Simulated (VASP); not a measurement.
# ZnS (P6_3mc) in VASP: notebook

The runs below take ZnS through single point, with PBEsol.

Program: VASP 6.6.1. These are calculated values, not measurements. Logs are shortened: lines on timing, memory, paths and dates and some standing lists are left out, and cuts for length are marked.

## 1. The cell of the first run

Symmetry: P6_3mc, No. 186, hexagonal system. The conventional cell has a = 3.811 Å, b = 3.811 Å, c = 6.109 Å, α = 90.00°, β = 90.00°, γ = 120.00°. Within 3.1 Å of Zn (site symmetry 3m) lie 4 S at 2.31 to 2.35 Å. Within 3.1 Å of S (site symmetry 3m) lie 4 Zn at 2.31 to 2.35 Å.

## 2. Single point, PBEsol (zz strain of -2 %)

INCAR

```
SYSTEM = ZnS
PREC = Accurate
ENCUT = 520
EDIFF = 1E-7
ISMEAR = -1
SIGMA = 0.03
LREAL = .FALSE.
LASPH = .TRUE.
NELM = 80
ALGO = Normal
ISIF = 2
LWAVE = .FALSE.
LCHARG = .FALSE.
GGA = PS
NBANDS = 26
```

KPOINTS

```
regular mesh
0
G
  8 8 5
  0 0 0
```

POSCAR

```
ZnS
1.0
    3.8109987816      0.0000000000      0.0000000000
   -1.9054993908      3.3004217586      0.0000000000
    0.0000000000      0.0000000000      6.1093200000
Zn S
2 2
Direct
    0.3333333333      0.6666666667      0.0000000000
    0.6666666667      0.3333333333      0.5000000000
    0.3333333333      0.6666666667      0.3850000000
    0.6666666667      0.3333333333      0.8850000000
```

Potentials or basis: VASP PAW PBE potentials, release 64 (Zn, S).

Launch:

```console
$ cat potpaw_PBE.64/Zn/POTCAR potpaw_PBE.64/S/POTCAR > POTCAR
$ mpirun -np 1 vasp_std > vasp.out
```

OUTCAR:

```text
SYSTEM = ZnS
   PREC = Accurate
   ENCUT = 520
   EDIFF = 1E-7
   ISMEAR = -1
   LREAL = .FALSE.
   LASPH = .TRUE.
   NELM = 80
   ISIF = 2
   GGA = PS

 ion  position               nearest neighbor table
   1  0.333  0.667  0.000-   4 2.31   4 2.31   4 2.31   3 2.35
   2  0.667  0.333  0.500-   3 2.31   3 2.31   3 2.31   4 2.35
   3  0.333  0.667  0.385-   2 2.31   2 2.31   2 2.31   1 2.35
   4  0.667  0.333  0.885-   1 2.31   1 2.31   1 2.31   2 2.35

  LATTYP: Found a hexagonal cell.
 ALAT       =     3.8109987816
 C/A-ratio  =     1.6030758208

  Lattice vectors:

 A1 = (   3.8109987816,   0.0000000000,   0.0000000000)
 A2 = (  -1.9054993908,   3.3004217586,   0.0000000000)
 A3 = (   0.0000000000,   0.0000000000,   6.1093200000)

Analysis of symmetry for initial positions (statically):
=====================================================================
 Subroutine PRICEL returns:
 Original cell was already a primitive cell.

 Routine SETGRP: Setting up the symmetry group for a
 hexagonal supercell.

 Subroutine GETGRP returns: Found 12 space group operations
 (whereof  6 operations were pure point group operations)
 out of a pool of 24 trial point group operations.

The static configuration has the point symmetry C_3v.
 The point group associated with its full space group is C_6v.

Analysis of symmetry for dynamics (positions and initial velocities):
=====================================================================
 Subroutine PRICEL returns:
 Original cell was already a primitive cell.

 Routine SETGRP: Setting up the symmetry group for a
 hexagonal supercell.

 Subroutine GETGRP returns: Found 12 space group operations
 (whereof  6 operations were pure point group operations)
 out of a pool of 24 trial point group operations.

The dynamic configuration has the point symmetry C_3v.
 The point group associated with its full space group is C_6v.

 Subroutine INISYM returns: Found 12 space group operations
 (whereof  6 operations are pure point group operations),
 and found     1 'primitive' translations

----------------------------------------------------------------------------------------

                                     Primitive cell

  volume of cell :      76.8424

  direct lattice vectors                    reciprocal lattice vectors
     3.810998782  0.000000000  0.000000000     0.262398405  0.151495789  0.000000000
    -1.905499391  3.300421759  0.000000000     0.000000000  0.302991579  0.000000000
     0.000000000  0.000000000  6.109320000     0.000000000  0.000000000  0.163684338

  length of vectors
     3.810998782  3.810998782  6.109320000     0.302991579  0.302991579  0.163684338

  position of ions in fractional coordinates (direct lattice)
     0.333333333  0.666666667  0.000000000
     0.666666667  0.333333333  0.500000000
     0.333333333  0.666666667  0.385000000
     0.666666667  0.333333333  0.885000000

  ion indices of the primitive-cell ions
   primitive index   ion index
                 1           1
                 2           2
                 3           3
                 4           4

----------------------------------------------------------------------------------------

 KPOINTS: regular mesh

Automatic generation of k-mesh.
 Grid dimensions read from file:
 generate k-points for:    8    8    5

 Generating k-lattice:

  Cartesian coordinates                     Fractional coordinates (reciprocal lattice)
     0.032799801  0.018936974  0.000000000     0.125000000  0.000000000  0.000000000
     0.000000000  0.037873947  0.000000000     0.000000000  0.125000000  0.000000000
     0.000000000  0.000000000  0.032736868     0.000000000  0.000000000  0.200000000

  Length of vectors
     0.037873947  0.037873947  0.032736868

  Shift w.r.t. Gamma in fractional coordinates (k-lattice)
     0.000000000  0.000000000  0.000000000

 Subroutine IBZKPT returns following result:
 ===========================================

 Found     30 irreducible k-points:

 Following reciprocal coordinates:
            Coordinates               Weight
  0.000000  0.000000  0.000000      1.000000
  0.125000  0.000000  0.000000      6.000000
  0.250000  0.000000  0.000000      6.000000
  0.375000  0.000000  0.000000      6.000000
  0.500000  0.000000  0.000000      3.000000
  0.125000  0.125000  0.000000      6.000000
[... 16 lines left out ...]
  0.250000  0.000000  0.400000     12.000000
  0.375000  0.000000  0.400000     12.000000
 [... further k-points ...]
   k-points           NKPTS =     30   k-points in BZ     NKDIM =     30   number of bands    NBANDS=     26
   number of dos      NEDOS =    301   number of ions     NIONS =      4
   total plane-waves  NPLWV =  37632
   dimension x,y,z NGX =    28 NGY =   28 NGZ =   48
   dimension x,y,z NGXF=    56 NGYF=   56 NGZF=   96
   ions per type =               2   2
   NGX,Y,Z   is equivalent  to a cutoff of  12.21, 12.21, 13.06 a.u.
   NGXF,Y,Z  is equivalent  to a cutoff of  24.43, 24.43, 26.12 a.u.
 SYSTEM =  ZnS
   PREC   = accura    normal or accurate (medium, high low for compatibility)
   ISTART =      0    job   : 0-new  1-cont  2-samecut
   ICHARG =      2    charge: 1-file 2-atom 10-const
   ISPIN  =      1    spin polarized calculation?
   LNONCOLLINEAR =      F non collinear calculations
   LSORBIT =      F    spin-orbit coupling
   LASPH  =      T    aspherical Exc in radial PAW
   ENCUT  =  520.0 eV  38.22 Ry    6.18 a.u.   7.09  7.09 11.36*2*pi/ulx,y,z
   NELM   =     80;   NELMIN=  2; NELMDL= -5     # of ELM steps
   EDIFF  = 0.1E-06   stopping-criterion for ELM
   LREAL  =      F    real-space projection
   EDIFFG = 0.1E-05   stopping-criterion for IOM
   NSW    =      0    number of steps for IOM
   IBRION =     -1    ionic relax: 0-MD 1-quasi-New 2-CG
   NFREE  =      0    steps in history (QN), initial steepest desc. (CG)
   ISIF   =      2    stress and relaxation
   ISYM   =      2    0-nonsym 1-usesym 2-fastsym
   POTIM  = 0.5000    time-step for ionic-motion
   TEBEG  =    0.0;   TEEND  =   0.0 temperature during run
   PSTRESS=    0.0 pullay stress
   NELECT =      36.0000    total number of electrons
   NUPDOWN=      -1.0000    fix difference up-down
   EMIN   =  10.00;   EMAX   =-10.00  energy-range for DOS
   EFERMI =   0.00;   METHOD = LEGACY
   ISMEAR =    -1;   SIGMA  =   0.03  broadening in eV -4-tet -1-fermi 0-gaus
   EFERMI_NEDOS =   21; number of points for ismear=-14 and -15
   IALGO  =     38    algorithm
   IMIX   =      4    mixing-type and parameters
     AMIX     =   0.40;   BMIX     =  1.00
     AMIX_MAG =   1.60;   BMIX_MAG =  1.00
  volume/ion in A,a.u.               =      19.21       129.64
  Fermi-wavevector in a.u.,A,eV,Ry     =   1.271477  2.402744 21.995921  1.616655
  Thomas-Fermi vector in A             =   2.404408
   LORBIT       =      0    0 simple, 1 ext, 2 COOP (PROOUT), +10 PAW based schemes
   GGA     = PS    functional components
   LHFCALC =     F    Hartree Fock is set to
   AEXX    =    0.0000 exact exchange contribution
   IVDW    =     0    specifies the selected vdW correction
   LEPSILON=     F    determine dielectric tensor
   LRPA    =     F    only Hartree local field effects (RPA)
 non-spin polarized calculation
  energy-cutoff  :      520.00
  volume of cell :       76.84
 maximum number of plane-waves:      2084
   NGX = 15   NGY = 15   NGZ = 23

 number of electron      35.9999976 magnetization

 Free energy of the ion-electron system (eV)
  ---------------------------------------------------
  ext. energy  EPLUGINS =         0.00000000
  ---------------------------------------------------
  free energy    TOTEN  =       -15.14954172 eV

  energy without entropy =      -15.14954172  energy(sigma->0) =      -15.14954172

 E-fermi :   2.9207     XC(G=0):  -9.9647

 val. band max:        2.3004989879   @ k =   0.0000   0.0000   0.0000
 cond. band min:       4.4758822999   @ k =   0.0000   0.0000   0.0000
 fundamental gap:      2.1753833120
 Fermi energy:         2.9207236011

 k-point     1 :       0.0000    0.0000    0.0000
  band No.  band energies     occupation
      1     -11.0879      2.00000
      2     -10.0565      2.00000
      3      -4.2106      2.00000
      4      -4.2106      2.00000
      5      -4.1523      2.00000
      6      -4.1403      2.00000
[... 18 lines left out ...]
     25       9.7984      0.00000
     26      11.6461      0.00000

 k-point     2 :       0.1250    0.0000    0.0000
  band No.  band energies     occupation
      1     -10.9786      2.00000
      2      -9.9973      2.00000
      3      -4.2231      2.00000
      4      -4.1853      2.00000
      5      -4.1388      2.00000
      6      -4.1194      2.00000
[... 18 lines left out ...]
     25      10.2907      0.00000
     26      10.8412      0.00000

 k-point     3 :       0.2500    0.0000    0.0000
  band No.  band energies     occupation
      1     -10.6840      2.00000
      2      -9.8611      2.00000
      3      -4.2330      2.00000
      4      -4.1296      2.00000
      5      -4.1188      2.00000
      6      -4.0390      2.00000
[... 18 lines left out ...]
     25      10.6234      0.00000
     26      11.2871      0.00000

 k-point     4 :       0.3750    0.0000    0.0000
  band No.  band energies     occupation
      1     -10.3166      2.00000
      2      -9.7577      2.00000
      3      -4.2099      2.00000
      4      -4.0862      2.00000
      5      -4.0592      2.00000
      6      -3.9310      2.00000
[... 18 lines left out ...]
     25      11.0022      0.00000
     26      12.4588      0.00000
[... 496 lines left out ...]
      1     -10.6748      2.00000
      2     -10.3744      2.00000
      3      -4.2233      2.00000
      4      -4.1897      2.00000
      5      -4.1660      2.00000
      6      -4.1419      2.00000
[... 18 lines left out ...]
     25       9.5018      0.00000
     26      10.0338      0.00000

 k-point    23 :       0.2500    0.0000    0.4000
  band No.  band energies     occupation
      1     -10.4196      2.00000
      2     -10.1659      2.00000
      3      -4.2433      2.00000
      4      -4.2008      2.00000
      5      -4.0980      2.00000
      6      -4.0648      2.00000
[... 18 lines left out ...]
     25      10.1551      0.00000
     26      10.6003      0.00000

 k-point    24 :       0.3750    0.0000    0.4000
  band No.  band energies     occupation
      1     -10.1229      2.00000
      2      -9.9491      2.00000
      3      -4.2336      2.00000
      4      -4.1886      2.00000
      5      -4.0351      2.00000
      6      -3.9866      2.00000
[... 18 lines left out ...]
     25      11.2534      0.00000
     26      11.6060      0.00000

 [... further k-points ...]
[... 5 lines left out ...]
  --------------------------------------------------------------------------------------
  -------------------------------------------------------------------------------------
  Total        0.0499747      0.0499747      0.3589146      0.0000000      0.0000000      0.0000000
  in kB        1.0419809      1.0419809      7.4834282      0.0000000      0.0000000      0.0000000
  external PRESSURE =       3.1891300 kB  Pullay stress =       0.0000000 kB

 VOLUME and BASIS-vectors are now :
 -----------------------------------------------------------------------------
  energy-cutoff  :      520.00
  volume of cell :       76.84
      direct lattice vectors                 reciprocal lattice vectors
     3.810998782  0.000000000  0.000000000     0.262398405  0.151495789  0.000000000
    -1.905499391  3.300421759  0.000000000     0.000000000  0.302991579  0.000000000
     0.000000000  0.000000000  6.109320000     0.000000000  0.000000000  0.163684338

 POSITION                                       TOTAL-FORCE (eV/Angst)
 -----------------------------------------------------------------------------------
     -0.00000      2.20028      0.00000        -0.000000      0.000000      0.216270
      1.90550      1.10014      3.05466         0.000000     -0.000000      0.216270
     -0.00000      2.20028      2.35209         0.000000     -0.000000     -0.216270
      1.90550      1.10014      5.40675         0.000000     -0.000000     -0.216270
 -----------------------------------------------------------------------------------
    total drift:                               -0.000000     -0.000000      0.000460

  FREE ENERGIE OF THE ION-ELECTRON SYSTEM (eV)
  ---------------------------------------------------
  free  energy   TOTEN  =       -15.1495417233 eV

  energy  without entropy=      -15.1495417233  energy(sigma->0) =      -15.14954172
```

Wall time 49 s (1 thread of AMD EPYC 9R45 (Zen 5), shared host); peak memory 0.17 GiB.

Results:

```yaml
Free_energy: -15.1495 eV
Pressure: 0.3 GPa
Largest_force: 0.216 eV/Å
Band_gap_on_the_k_mesh: 2.18 eV, direct
```

Forces in eV/Å, atoms in the order of the input:
```
Zn   0.000  0.000  0.216
Zn   0.000  0.000  0.216
S    0.000  0.000 -0.216
S    0.000  0.000 -0.216
```

Caveat: the cell differs from its parent crystal (zz strain of -2 %); the PAW data sets were made with another functional, which shifts forces and pressure a little.

[end of part 1 of 3]
